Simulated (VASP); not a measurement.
WC:

```
CELL_PARAMETERS angstrom
0.00000 2.20721 2.20721
2.20721 0.00000 2.20721
2.20721 2.20721 0.00000
ATOMIC_POSITIONS crystal
W 0.00000 0.00000 0.00000
C 0.50000 0.50000 0.50000
```

This cell differs from its parent crystal: volume scaled by 1.02.

Base run:

```yaml
Program: VASP 6.6.1
Functional: PBEsol
Potentials_or_basis: VASP PAW PBE potentials, release 64 (W_sv, C)
Cutoff: 520 eV
k_mesh: 10 × 10 × 10
Occupations: fermi-dirac, width 0.05 eV
Spin: no spin polarisation
```

Its results: band gap on the k mesh zero (band 9 reaches 12.96 eV, above the bottom of band 10 at 9.87 eV); pressure -15.9 GPa.

After a change of settings the same cell gave: band gap on the k mesh zero (band 9 reaches 13.11 eV, above the bottom of band 10 at 10.03 eV); pressure -7.5 GPa. Which change was it?
A. functional from PBEsol to r2SCAN; further incar settings from ALGO = Normal; EDIFF = 1e-06; NBANDS = 16 to ALGO = Normal; EDIFF = 1e-07; NBANDS = 16
B. functional from PBEsol to LDA; potentials or basis from VASP PAW PBE potentials, release 64 (W_sv, C) to VASP PAW LDA potentials, release 64 (W_sv, C)
C. functional from PBEsol to r2SCAN; potentials or basis from VASP PAW PBE potentials, release 64 (W_sv, C) to VASP PAW PBE potentials, release 64 (W_sv, C_h); cutoff from 520 eV to 910 eV
D. functional from PBEsol to PBE

D.

PBE binds less tightly than PBEsol, so the same cell stands under more pressure.

Caveats: spin-orbit coupling is left out, which moves the levels of the heavy elements; the PAW data sets were made with another functional, which shifts forces and pressure a little (some runs).
